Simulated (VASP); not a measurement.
# TiO2 (I4_1/amd) in VASP: further runs, part 2 of 2

VASP 6.6.1.

## 4. Single point, PBE (zz strain of -3 %)

File INCAR:

```
SYSTEM = TiO2
PREC = Accurate
ENCUT = 520
EDIFF = 1E-7
ISMEAR = -1
SIGMA = 0.08
LREAL = .False.
LASPH = .True.
NELM = 100
ALGO = Normal
ISIF = 2
LWAVE = .False.
LCHARG = .False.
GGA = PE
NBANDS = 33
```

File KPOINTS:

```
regular mesh
0
Gamma
  13 13 13
  0 0 0
```

File POSCAR:

```
TiO2
1.0
   -1.8925000000      1.8925000000      4.6142900000
    1.8925000000     -1.8925000000      4.6142900000
    1.8925000000      1.8925000000     -4.6142900000
Ti O
2 4
Direct
    0.0000000000      0.0000000000      0.0000000000
    0.7500000000      0.2500000000      0.5000000000
    0.2066000000      0.2066000000      0.0000000000
    0.9566000000      0.4566000000      0.5000000000
    0.5434000000      0.0434000000      0.5000000000
    0.7934000000      0.7934000000      0.0000000000
```

Potentials or basis: VASP PAW PBE potentials, release 64 (Ti_sv, O).

Started as:

```sh
$ cat potpaw_PBE.64/Ti_sv/POTCAR potpaw_PBE.64/O/POTCAR > POTCAR
$ mpirun -np 1 vasp_std > vasp.out
```

OUTCAR:

```text
SYSTEM = TiO2
   PREC = Accurate
   ENCUT = 520
   EDIFF = 1E-7
   ISMEAR = -1
   LREAL = .False.
   LASPH = .True.
   NELM = 100
   ISIF = 2
   GGA = PE

 ion  position               nearest neighbor table
   1  0.000  0.000  0.000-   3 1.91   6 1.91   4 1.93   5 1.93   5 1.93   4 1.93
   2  0.750  0.250  0.500-   4 1.91   5 1.91   6 1.93   3 1.93   6 1.93   3 1.93
   3  0.207  0.207  0.000-   1 1.91   2 1.93   2 1.93
   4  0.957  0.457  0.500-   2 1.91   1 1.93   1 1.93
   5  0.543  0.043  0.500-   2 1.91   1 1.93   1 1.93
   6  0.793  0.793  0.000-   1 1.91   2 1.93   2 1.93
[... 1072 lines left out ...]
  -------------------------------------------------------------------------------------
  Total        4.1386285      4.1386285     10.4867795      0.0000000      0.0000000      0.0000000
  in kB      100.3067999    100.3067999    254.1651884      0.0000000      0.0000000      0.0000000
  external PRESSURE =     151.5929294 kB  Pullay stress =       0.0000000 kB

 VOLUME and BASIS-vectors are now :
 -----------------------------------------------------------------------------
  energy-cutoff  :      520.00
  volume of cell :       66.11
      direct lattice vectors                 reciprocal lattice vectors
    -1.892500000  1.892500000  4.614290000     0.000000000  0.264200793  0.108359032
     1.892500000 -1.892500000  4.614290000     0.264200793  0.000000000  0.108359032
     1.892500000  1.892500000 -4.614290000     0.264200793  0.264200793  0.000000000

 POSITION                                       TOTAL-FORCE (eV/Angst)
 -----------------------------------------------------------------------------------
      0.00000      0.00000      0.00000        -0.000000     -0.000000      0.000000
      0.00000      1.89250      2.30714        -0.000000     -0.000000      0.000000
      0.00000      0.00000      1.90662         0.000000     -0.000000      1.122300
      0.00000      1.89250      4.21377        -0.000000      0.000000      1.122300
      0.00000      1.89250      0.40052        -0.000000      0.000000     -1.122300
      0.00000      0.00000      7.32196         0.000000     -0.000000     -1.122300
 -----------------------------------------------------------------------------------
    total drift:                                0.000000      0.000000     -0.000000

  FREE ENERGIE OF THE ION-ELECTRON SYSTEM (eV)
  ---------------------------------------------------
  free  energy   TOTEN  =       -53.5926527251 eV

  energy  without entropy=      -53.5926526359  energy(sigma->0) =      -53.59265268
```

OSZICAR:

```text
N       E                     dE             d eps       ncg     rms          rms(c)
DAV:   1     0.665824501714E+03    0.66582E+03   -0.24296E+04 12936   0.170E+03
DAV:   2     0.304220451526E+02   -0.63540E+03   -0.58859E+03 14148   0.510E+02
DAV:   3    -0.654041846674E+02   -0.95826E+02   -0.93931E+02 17732   0.191E+02
DAV:   4    -0.702745877608E+02   -0.48704E+01   -0.48600E+01 19304   0.415E+01
DAV:   5    -0.704588984065E+02   -0.18431E+00   -0.18428E+00 16617   0.646E+00    0.337E+01
DAV:   6    -0.535128909285E+02    0.16946E+02   -0.75264E+01 17884   0.905E+01    0.105E+01
DAV:   7    -0.537333599042E+02   -0.22047E+00   -0.13932E+01 16946   0.313E+01    0.101E+01
DAV:   8    -0.536009679205E+02    0.13239E+00   -0.56556E-01 17469   0.682E+00    0.646E+00
DAV:   9    -0.536210656773E+02   -0.20098E-01   -0.57416E-01 17786   0.822E+00    0.181E+00
DAV:  10    -0.535990481914E+02    0.22017E-01   -0.18786E-01 17867   0.469E+00    0.792E-01
DAV:  11    -0.535928974284E+02    0.61508E-02   -0.27443E-02 17904   0.108E+00    0.290E-01
DAV:  12    -0.535928236849E+02    0.73743E-04   -0.22085E-03 15771   0.574E-01    0.121E-01
DAV:  13    -0.535926808071E+02    0.14288E-03   -0.77156E-04 17698   0.357E-01    0.416E-02
DAV:  14    -0.535926519038E+02    0.28903E-04   -0.10942E-04 16771   0.775E-02    0.765E-03
DAV:  15    -0.535926524099E+02   -0.50611E-06   -0.94740E-06 17063   0.245E-02    0.661E-03
DAV:  16    -0.535926526582E+02   -0.24826E-06   -0.16114E-06 15792   0.130E-02    0.510E-03
DAV:  17    -0.535926527251E+02   -0.66902E-07   -0.32362E-07 14404   0.743E-03
   1 F= -.53592653E+02 E0= -.53592653E+02  d E =-.891548E-07
```

Run time: 17 min. Hardware: 1 thread of Oxide Virtual Turin-like, shared host; peak memory 0.44 GiB.

What came out:

```
Free energy            : -53.5927 eV
Pressure               : 15.2 GPa
Largest force          : 1.122 eV/Å
Band gap on the k mesh : 2.19 eV, indirect (least direct gap 2.47 eV)
```

Forces in eV/Å, atoms in the order of the input:
```
Ti   0.000  0.000  0.000
Ti   0.000  0.000  0.000
O    0.000  0.000  1.122
O    0.000  0.000  1.122
O    0.000  0.000 -1.122
O    0.000  0.000 -1.122
```

Stress tensor (GPa, compression positive):
```
10.03  0.00  0.00
 0.00 10.03  0.00
 0.00  0.00 25.42
```

Caveat: the cell differs from its parent crystal (zz strain of -3 %); forces of over 1 eV/Å act on the atoms, so gaps and moduli don't describe the material at rest.

## 5. The runs side by side

| cell | gap on the mesh (eV) | pressure (GPa) | largest force (eV/Å) |
| --- | --- | --- | --- |
| a = 5.432 Å, angles 140.1, 140.1, 57.7°, 6 atoms | 2.27 | 16.7 | 0.31 |
| a = 5.471 Å, angles 139.1, 139.1, 59.2°, 6 atoms | 2.10 | 2.4 | 0.36 |
| a = 5.334 Å, angles 138.4, 138.4, 60.2°, 6 atoms | 2.19 | 15.2 | 1.12 |

Alike in all rows: task single point; level PBE; potentials or basis VASP PAW PBE potentials, release 64 (Ti_sv, O); no spin polarisation; k mesh 13 × 13 × 13; cutoff (eV) 520; smearing fermi-dirac 0.08 eV.

Caveats: forces of over 1 eV/Å act on the atoms, so gaps and moduli don't describe the material at rest (some runs).

Absolute energies hang on the potentials; compare differences alone.
